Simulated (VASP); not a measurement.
# Te (P-3m1) in VASP: a series of runs, part 2 of 2

VASP 6.6.1. Earlier steps stand in the parts before.

## 4. Single point, PBE

This run uses another cell than the first one, of 25.50 Å³/atom.

The input, INCAR:

```
SYSTEM = Te
PREC = Accurate ; ENCUT = 520
EDIFF = 1E-6 ; ISMEAR = 0
SIGMA = 0.1 ; LREAL = .FALSE.
LASPH = .TRUE. ; NELM = 100
ALGO = Normal ; ISIF = 2
LWAVE = .FALSE. ; LCHARG = .FALSE.
GGA = PE ; NBANDS = 20
```

The input, KPOINTS:

```
regular mesh
0
G
  6 6 4
  0 0 0
```

The input, POSCAR:

```
Te
1.0
    4.1344707900      0.0000000000      0.0000000000
   -2.0672354000      3.5805567400      0.0000000000
    0.0000000000      0.0000000000      6.8889480500
Te
4
Direct
    0.0000000000      0.0000000000      0.8025568000
    0.0000000000      0.0000000000      0.1974432000
    0.3333333300      0.6666666700      0.6146058900
    0.6666666700      0.3333333300      0.3853941100
```

Potentials or basis: VASP PAW PBE potentials, release 64 (Te).

Launch:

```bash
$ cat potpaw_PBE.64/Te/POTCAR > POTCAR
$ mpirun -np 1 vasp_std > vasp.out
```

OUTCAR:

```text
SYSTEM = Te
   PREC = Accurate
   ENCUT = 520
   EDIFF = 1E-6
   ISMEAR = 0
   LREAL = .FALSE.
   LASPH = .TRUE.
   NELM = 100
   ISIF = 2
   GGA = PE

 ion  position               nearest neighbor table
   1  0.000  0.000  0.803-   3 2.72   3 2.72   3 2.72   2 2.72
   2  0.000  0.000  0.197-   4 2.72   4 2.72   4 2.72   1 2.72
   3  0.333  0.667  0.615-   1 2.72   1 2.72   1 2.72   4 2.86   4 2.86   4 2.86
   4  0.667  0.333  0.385-   2 2.72   2 2.72   2 2.72   3 2.86   3 2.86   3 2.86

  LATTYP: Found a hexagonal cell.
 ALAT       =     4.1344707900
 C/A-ratio  =     1.6662224502

  Lattice vectors:

 A1 = (   4.1344707900,   0.0000000000,   0.0000000000)
 A2 = (  -2.0672354000,   3.5805567400,   0.0000000000)
 A3 = (   0.0000000000,   0.0000000000,   6.8889480500)

Analysis of symmetry for initial positions (statically):
=====================================================================
 Subroutine PRICEL returns:
 Original cell was already a primitive cell.

 Routine SETGRP: Setting up the symmetry group for a
 hexagonal supercell.

 Subroutine GETGRP returns: Found 12 space group operations
 (whereof 12 operations were pure point group operations)
 out of a pool of 24 trial point group operations.

The static configuration has the point symmetry D_3d.

Analysis of symmetry for dynamics (positions and initial velocities):
=====================================================================
 Subroutine PRICEL returns:
 Original cell was already a primitive cell.

 Routine SETGRP: Setting up the symmetry group for a
 hexagonal supercell.

 Subroutine GETGRP returns: Found 12 space group operations
 (whereof 12 operations were pure point group operations)
 out of a pool of 24 trial point group operations.

The dynamic configuration has the point symmetry D_3d.

 Subroutine INISYM returns: Found 12 space group operations
 (whereof 12 operations are pure point group operations),
 and found     1 'primitive' translations

[... 118 lines left out ...]
  volume/ion in A,a.u.               =      25.50       172.05
  Fermi-wavevector in a.u.,A,eV,Ry     =   1.010735  1.910013 13.899520  1.021586
  Thomas-Fermi vector in A             =   2.143742
   LORBIT       =      0    0 simple, 1 ext, 2 COOP (PROOUT), +10 PAW based schemes
   GGA     = PE    functional components
   LHFCALC =     F    Hartree Fock is set to
   AEXX    =    0.0000 exact exchange contribution
   IVDW    =     0    specifies the selected vdW correction
   LEPSILON=     F    determine dielectric tensor
   LRPA    =     F    only Hartree local field effects (RPA)
 non-spin polarized calculation
 Gauss-broadening in eV      SIGMA  =   0.10
  energy-cutoff  :      520.00
  volume of cell :      101.98
 maximum number of plane-waves:      2779
 NGX is ok and might be reduce to    32
   NGX = 15   NGY = 15   NGZ = 25

 number of electron      23.9999999 magnetization

 Free energy of the ion-electron system (eV)
  ---------------------------------------------------
  ext. energy  EPLUGINS =         0.00000000
  ---------------------------------------------------
  free energy    TOTEN  =        -7.35366875 eV

  energy without entropy =       -7.34382508  energy(sigma->0) =       -7.34874692

 E-fermi :  10.2482     XC(G=0): -10.2407

 val. band max:       10.2335789770   @ k =   0.3333  -0.0000   0.5000
 cond. band min:      10.3247896202   @ k =   0.5000  -0.0000   0.0000
 fundamental gap:      0.0912106432
 Fermi energy:        10.2481887009

 k-point     1 :       0.0000    0.0000    0.0000
  band No.  band energies     occupation
      1      -6.7453      2.00000
      2      -4.2355      2.00000
      3      -1.9196      2.00000
      4       3.3341      2.00000
      5       5.3519      2.00000
      6       5.3519      2.00000
[... 541 lines left out ...]
     19      16.9768      0.00000
     20      16.9769      0.00000

------------------------ aborting loop because EDIFF is reached ----------------------------------------

  FORCE on cell =-STRESS in cart. coord.  units (eV):
  Direction    XX          YY          ZZ          XY          YZ          ZX
  --------------------------------------------------------------------------------------
  -------------------------------------------------------------------------------------
  Total       24.8577576     24.8577577     23.5216300     -0.0000000      0.0000000     -0.0000000
  in kB      390.5252627    390.5252637    369.5341669     -0.0000005      0.0000000     -0.0000000
  external PRESSURE =     383.5282311 kB  Pullay stress =       0.0000000 kB

 VOLUME and BASIS-vectors are now :
 -----------------------------------------------------------------------------
  energy-cutoff  :      520.00
  volume of cell :      101.98
      direct lattice vectors                 reciprocal lattice vectors
     4.134470790  0.000000000  0.000000000     0.241868924  0.139643088  0.000000000
    -2.067235400  3.580556740  0.000000000     0.000000000  0.279286176  0.000000000
     0.000000000  0.000000000  6.888948050     0.000000000  0.000000000  0.145160044

 POSITION                                       TOTAL-FORCE (eV/Angst)
 -----------------------------------------------------------------------------------
      0.00000      0.00000      5.52877        -0.000000      0.000000      1.903853
      0.00000      0.00000      1.36018         0.000000     -0.000000     -1.903853
     -0.00000      2.38704      4.23399        -0.000000      0.000000     -1.774582
      2.06724      1.19352      2.65496         0.000000      0.000000      1.774582
 -----------------------------------------------------------------------------------
    total drift:                                0.000000     -0.000000      0.000000

  FREE ENERGIE OF THE ION-ELECTRON SYSTEM (eV)
  ---------------------------------------------------
  free  energy   TOTEN  =        -7.3536687531 eV

  energy  without entropy=       -7.3438250831  energy(sigma->0) =       -7.34874692
```

stdout:

```text
POSCAR found type information on POSCAR Te
 POSCAR found :  1 types and       4 ions
 scaLAPACK will be used
 LDA part: xc-table for (Slater+PW92), standard interpolation
 POSCAR, INCAR and KPOINTS ok, starting setup
 FFT: planning ... GRIDC
 FFT: planning ... GRID_SOFT
 FFT: planning ... GRID
 WAVECAR not read
 entering main loop
```

Wall time 24 s (1 thread of Intel Xeon 6975P-C (Granite Rapids), shared host); peak memory 0.23 GiB.

Results:

```yaml
Free_energy: -7.3537 eV
Pressure: 38.4 GPa
Largest_force: 1.904 eV/Å
Band_gap_on_the_k_mesh: zero (bands 12 and 13 overlap by 2.04 eV)
```

Forces on the atoms (eV/Å):
```
Te   0.000  0.000  1.904
Te   0.000  0.000 -1.904
Te   0.000  0.000 -1.775
Te   0.000  0.000  1.775
```

Levels at points of the mesh, in eV from the Fermi level:
```csv
k point,band 9,band 10,band 11,band 12,band 13,band 14,band 15,band 16
"(0.00, 0.00, 0.00)",-4.40,-2.99,-1.36,-1.36,-0.82,0.16,0.27,0.27
"(0.50, 0.00, 0.00)",-4.40,-3.02,-1.18,0.08,0.27,1.60,3.55,3.69
"(0.00, 0.00, 0.50)",-3.74,-2.86,-2.29,-2.29,-0.77,0.37,1.07,1.07
"(0.50, 0.00, 0.50)",-4.81,-2.91,-1.63,-0.11,0.40,1.48,2.04,4.52
```

Caveat: the cell stands under pressure; spin-orbit coupling is left out, which moves the levels of the heavy elements; forces of over 1 eV/Å act on the atoms, so gaps and moduli don't describe the material at rest.

## 5. Overview

```tsv
task	cell	k mesh	cutoff (eV)	gap on the mesh (eV)	pressure (GPa)	largest force (eV/Å)
single point	a = 4.335, b = 4.335, c = 8.790 Å, angles 90.0, 90.0, 120.0°, 4 atoms, atomic positions A	12 × 12 × 6	520	none	0.0	0.01
relaxation of cell and atoms	relaxed from a = 4.256, b = 4.256, c = 8.947 Å, angles 90.0, 90.0, 120.0°, 4 atoms, atomic positions B	12 × 12 × 6	600	none	0.0	0.01
single point	a = 4.134, b = 4.134, c = 6.889 Å, angles 90.0, 90.0, 120.0°, 4 atoms, atomic positions C	6 × 6 × 4	520	none	38.4	1.90
```

Alike in all rows: level PBE; potentials or basis VASP PAW PBE potentials, release 64 (Te); no spin polarisation; smearing gaussian 0.1 eV.

Caveats: spin-orbit coupling is left out, which moves the levels of the heavy elements; the cell stands under pressure (at least some runs); forces of over 1 eV/Å act on the atoms, so gaps and moduli don't describe the material at rest (at least some runs).

Total energies depend on the potentials used, so only differences within one code and one set of settings carry meaning.

The gap in the log of VASP goes by the Fermi energy; the results here count the filled bands.